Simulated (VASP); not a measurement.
# WS2 (P4/mmm) in VASP: single point with PBE

Aim: the single point of WS2 with PBE.

Program: VASP 6.6.1. These are calculated values, not measurements. Logs are shortened: lines on timing, memory, paths and dates and some standing lists are left out, and cuts for length are marked.

### Step 1. The cell of the first run

Symmetry: P4/mmm, No. 123, tetragonal system. The conventional cell has a = 2.592 Å, b = 2.592 Å, c = 9.234 Å, α = 90.00°, β = 90.00°, γ = 90.00°. W (site symmetry 4/mmm) has 2 S at 2.45 Å and 4 W at 2.59 Å within 3.2 Å. S (site symmetry 4mm) has 1 W at 2.45 Å and 4 S at 2.59 Å within 3.2 Å.

### Step 2. Single point, PBE, non-collinear spin, zero start, spin-orbit coupling

File INCAR:

```
SYSTEM = WS2
PREC = Accurate ; ENCUT = 520
EDIFF = 1E-6 ; ISMEAR = -1
SIGMA = 0.05 ; LREAL = .FALSE.
LASPH = .TRUE. ; NELM = 150
ALGO = Normal ; ISIF = 2
LWAVE = .FALSE. ; LCHARG = .TRUE.
MAGMOM = 0 0 0 0 0 0 0 0 0 ; LORBIT = 11
LSORBIT = .TRUE. ; GGA_COMPAT = .FALSE.
LORBMOM = .TRUE. ; LMAXMIX = 4
GGA = PE ; LVHAR = .TRUE.
NBANDS = 39
```

File KPOINTS:

```
regular mesh
0
G
  8 8 2
  0 0 0
```

File POSCAR:

```
WS2
1.0
    2.5917300000      0.0000000000      0.0000000000
    0.0000000000      2.5917300000      0.0000000000
    0.0000000000      0.0000000000      9.2341700000
W S
1 2
Direct
    0.5000000000      0.5000000000      0.5000000000
    0.5000000000      0.5000000000      0.7656600000
    0.5000000000      0.5000000000      0.2343400000
```

Potentials or basis: VASP PAW PBE potentials, release 64 (W_sv, S).

Command:

```
$ cat potpaw_PBE.64/W_sv/POTCAR potpaw_PBE.64/S/POTCAR > POTCAR
$ mpirun -np 1 vasp_ncl > vasp.out
```

OUTCAR:

```text
SYSTEM = WS2
   PREC = Accurate
   ENCUT = 520
   EDIFF = 1E-6
   ISMEAR = -1
   LREAL = .FALSE.
   LASPH = .TRUE.
   NELM = 150
   ISIF = 2
   LORBIT = 11
   LSORBIT = .TRUE.
   GGA = PE

 ion  position               nearest neighbor table
   1  0.500  0.500  0.500-   2 2.45   3 2.45
   2  0.500  0.500  0.766-   1 2.45
   3  0.500  0.500  0.234-   1 2.45

  LATTYP: Found a simple tetragonal cell.
 ALAT       =     2.5917300000
 C/A-ratio  =     3.5629367257

  Lattice vectors:

 A1 = (   2.5917300000,   0.0000000000,   0.0000000000)
 A2 = (   0.0000000000,   2.5917300000,   0.0000000000)
 A3 = (   0.0000000000,   0.0000000000,   9.2341700000)

Analysis of symmetry for initial positions (statically):
=====================================================================
 Subroutine PRICEL returns:
 Original cell was already a primitive cell.

 Routine SETGRP: Setting up the symmetry group for a
 simple tetragonal supercell.

 Subroutine GETGRP returns: Found 16 space group operations
 (whereof 16 operations were pure point group operations)
 out of a pool of 16 trial point group operations.

The static configuration has the point symmetry D_4h.

Analysis of symmetry for dynamics (positions and initial velocities):
=====================================================================
 Subroutine PRICEL returns:
 Original cell was already a primitive cell.

 Routine SETGRP: Setting up the symmetry group for a
 simple tetragonal supercell.

 Subroutine GETGRP returns: Found 16 space group operations
 (whereof 16 operations were pure point group operations)
 out of a pool of 16 trial point group operations.

The dynamic configuration has the point symmetry D_4h.

Analysis of structural, dynamic, and magnetic symmetry:
=====================================================================
 Subroutine PRICEL returns:
 Original cell was already a primitive cell.

 Routine SETGRP: Setting up the symmetry group for a
 simple tetragonal supercell.

 Subroutine GETGRP returns: Found 16 space group operations
 (whereof 16 operations were pure point group operations)
 out of a pool of 16 trial point group operations.

The overall configuration has the point symmetry D_4h.

 Subroutine INISYM returns: Found 16 space group operations
 (whereof 16 operations are pure point group operations),
 and found     1 'primitive' translations

----------------------------------------------------------------------------------------

                                     Primitive cell

  volume of cell :      62.0265

  direct lattice vectors                    reciprocal lattice vectors
     2.591730000  0.000000000  0.000000000     0.385842661  0.000000000  0.000000000
     0.000000000  2.591730000  0.000000000     0.000000000  0.385842661  0.000000000
     0.000000000  0.000000000  9.234170000     0.000000000  0.000000000  0.108293436

  length of vectors
     2.591730000  2.591730000  9.234170000     0.385842661  0.385842661  0.108293436

  position of ions in fractional coordinates (direct lattice)
     0.500000000  0.500000000  0.500000000
     0.500000000  0.500000000  0.765660000
     0.500000000  0.500000000  0.234340000

  ion indices of the primitive-cell ions
   primitive index   ion index
                 1           1
                 2           2
                 3           3

----------------------------------------------------------------------------------------

 KPOINTS: regular mesh

Automatic generation of k-mesh.
 Grid dimensions read from file:
 generate k-points for:    8    8    2

 Generating k-lattice:

  Cartesian coordinates                     Fractional coordinates (reciprocal lattice)
     0.048230333  0.000000000  0.000000000     0.125000000  0.000000000  0.000000000
[... 94 lines left out ...]
   NGX =  9   NGY =  9   NGZ = 35

 number of electron      26.0000003 magnetization       0.0000000     -0.0000000      0.0000000

 number of electron      26.0000003 magnetization       0.0000000      0.0000000      0.0000000

 number of electron      26.0000003 magnetization      -0.0000000      0.0000000     -0.0000000

 Free energy of the ion-electron system (eV)
  ---------------------------------------------------
  ext. energy  EPLUGINS =         0.00000000
  ---------------------------------------------------
  free energy    TOTEN  =       -20.37687741 eV

  energy without entropy =      -20.36068500  energy(sigma->0) =      -20.36878121

 E-fermi :   5.7407     XC(G=0): -10.0262

 val. band max:        5.7222120474   @ k =   0.5000   0.3750   0.5000
 cond. band min:       5.7834685707   @ k =   0.5000   0.3750   0.0000
 fundamental gap:      0.0612565233
 Fermi energy:         5.7406896951

 k-point     1 :       0.0000    0.0000    0.0000
  band No.  band energies     occupation
      1     -68.1961      1.00000
      2     -68.1961      1.00000
      3     -38.0113      1.00000
      4     -38.0113      1.00000
      5     -29.5021      1.00000
      6     -29.5021      1.00000
[... 973 lines left out ...]
     37      12.4440      0.00000
     38      12.4440      0.00000

 [... further k-points ...]

 [bands above 38 left out]

------------------------ aborting loop because EDIFF is reached ----------------------------------------

  FORCE on cell =-STRESS in cart. coord.  units (eV):
  Direction    XX          YY          ZZ          XY          YZ          ZX
  --------------------------------------------------------------------------------------
  -------------------------------------------------------------------------------------
  Total        0.4038407      0.4038407     -0.3037468      0.0000000     -0.0000000      0.0000000
  in kB       10.4314159     10.4314159     -7.8459400      0.0000000     -0.0000000      0.0000000
  external PRESSURE =       4.3389640 kB  Pullay stress =       0.0000000 kB

 VOLUME and BASIS-vectors are now :
 -----------------------------------------------------------------------------
  energy-cutoff  :      520.00
  volume of cell :       62.03
      direct lattice vectors                 reciprocal lattice vectors
     2.591730000  0.000000000  0.000000000     0.385842661  0.000000000  0.000000000
     0.000000000  2.591730000  0.000000000     0.000000000  0.385842661  0.000000000
     0.000000000  0.000000000  9.234170000     0.000000000  0.000000000  0.108293436

 POSITION                                       TOTAL-FORCE (eV/Angst)
 -----------------------------------------------------------------------------------
      1.29587      1.29587      4.61709        -0.000000      0.000000     -0.000000
      1.29587      1.29587      7.07023         0.000000      0.000000     -0.059640
      1.29587      1.29587      2.16394         0.000000     -0.000000      0.059640
 -----------------------------------------------------------------------------------
    total drift:                                0.000000      0.000000      0.000000

  FREE ENERGIE OF THE ION-ELECTRON SYSTEM (eV)
  ---------------------------------------------------
  free  energy   TOTEN  =       -20.3768774121 eV

  energy  without entropy=      -20.3606850036  energy(sigma->0) =      -20.36878121

 orbital moment (x)

 # of ion     p       d       tot
 ----------------------------------------
  1         0.000   0.000   0.000
  2         0.000   0.000   0.000
  3         0.000   0.000   0.000
 ----------------------------------------
            0.000   0.000   0.000

 orbital moment (y)

 # of ion     p       d       tot
 ----------------------------------------
  1         0.000   0.000   0.000
  2        -0.000   0.000  -0.000
  3        -0.000   0.000  -0.000
 ----------------------------------------
           -0.000   0.000  -0.000

 orbital moment (z)

 # of ion     p       d       tot
 ----------------------------------------
  1         0.000   0.000   0.000
  2         0.000   0.000   0.000
  3         0.000   0.000   0.000
 ----------------------------------------
            0.000   0.000   0.000

 Spin-Orbit-Coupling matrix elements

 Ion:    1  E_soc:     -1.6344135
 l=   1
     0.0000000    -0.2314497    -0.2347248
    -0.2314497     0.0000000    -0.2314497
    -0.2347248    -0.2314497     0.0000000
 l=   2
     0.0000000    -0.0063540     0.0000000    -0.0063540    -0.0377481
    -0.0063540     0.0000000    -0.0190371    -0.0083805    -0.0113359
     0.0000000    -0.0190371     0.0000000    -0.0190371     0.0000000
    -0.0063540    -0.0083805    -0.0190371     0.0000000    -0.0113359
    -0.0377481    -0.0113359     0.0000000    -0.0113359     0.0000000
 l=   3
     0.0000000     0.0000000     0.0000000     0.0000000     0.0000000     0.0000000     0.0000000
     0.0000000     0.0000000     0.0000000     0.0000000     0.0000000     0.0000000     0.0000000
     0.0000000     0.0000000     0.0000000     0.0000000     0.0000000     0.0000000     0.0000000
     0.0000000     0.0000000     0.0000000     0.0000000     0.0000000     0.0000000     0.0000000
[... 29 lines left out ...]
 l=   2
     0.0000000     0.0000000     0.0000000     0.0000000     0.0000000
     0.0000000     0.0000000     0.0000000     0.0000000     0.0000000
     0.0000000     0.0000000     0.0000000     0.0000000     0.0000000
     0.0000000     0.0000000     0.0000000     0.0000000     0.0000000
     0.0000000     0.0000000     0.0000000     0.0000000     0.0000000
 l=   3
     0.0000000     0.0000000     0.0000000     0.0000000     0.0000000     0.0000000     0.0000000
     0.0000000     0.0000000     0.0000000     0.0000000     0.0000000     0.0000000     0.0000000
     0.0000000     0.0000000     0.0000000     0.0000000     0.0000000     0.0000000     0.0000000
     0.0000000     0.0000000     0.0000000     0.0000000     0.0000000     0.0000000     0.0000000
     0.0000000     0.0000000     0.0000000     0.0000000     0.0000000     0.0000000     0.0000000
     0.0000000     0.0000000     0.0000000     0.0000000     0.0000000     0.0000000     0.0000000
     0.0000000     0.0000000     0.0000000     0.0000000     0.0000000     0.0000000     0.0000000

 total charge

# of ion       s       p       d       tot
------------------------------------------
    1        2.406   6.243   3.500  12.149
    2        1.408   2.153   0.000   3.561
    3        1.408   2.153   0.000   3.561
--------------------------------------------------
tot          5.221  10.548   3.500  19.270

 magnetization (x)

# of ion       s       p       d       tot
------------------------------------------
    1       -0.000   0.000   0.000  -0.000
    2        0.000  -0.000   0.000  -0.000
    3        0.000  -0.000   0.000  -0.000
--------------------------------------------------
tot         -0.000  -0.000   0.000  -0.000

 magnetization (y)

# of ion       s       p       d       tot
------------------------------------------
    1        0.000   0.000  -0.000  -0.000
    2        0.000   0.000   0.000   0.000
    3        0.000   0.000   0.000   0.000
--------------------------------------------------
tot          0.000   0.000  -0.000   0.000

 magnetization (z)

# of ion       s       p       d       tot
------------------------------------------
    1        0.000   0.000   0.000   0.000
    2        0.000   0.000   0.000   0.000
    3        0.000   0.000   0.000   0.000
--------------------------------------------------
tot          0.000   0.000   0.000   0.000
```

Run time: 3.1 min. Hardware: 1 thread of AMD EPYC 7R43 (Zen 3), shared host; peak memory 0.31 GiB.

Results:

| Item | Value |
| --- | --- |
| Free energy | -20.3769 eV |
| Pressure | 0.4 GPa |
| Largest force | 0.060 eV/Å |
| Net moment | 0.00 μB per cell |
| Valence electrons inside the program's atomic spheres | W 12.15; S 3.56 |

Forces on the atoms (eV/Å):
```
W    0.000  0.000  0.000
S    0.000  0.000 -0.060
S    0.000  0.000  0.060
```

Stress tensor (GPa, compression positive):
```
 1.04  0.00  0.00
 0.00  1.04  0.00
 0.00  0.00 -0.78
```

Moments on the atoms (μB; x, y, z):
```
W   0.00 0.00 0.00
S   0.00 0.00 0.00
S   0.00 0.00 0.00
```

Caveat: this functional lacks dispersion, which binds the layers, so the pressure and a relaxed spacing across them are unreliable.
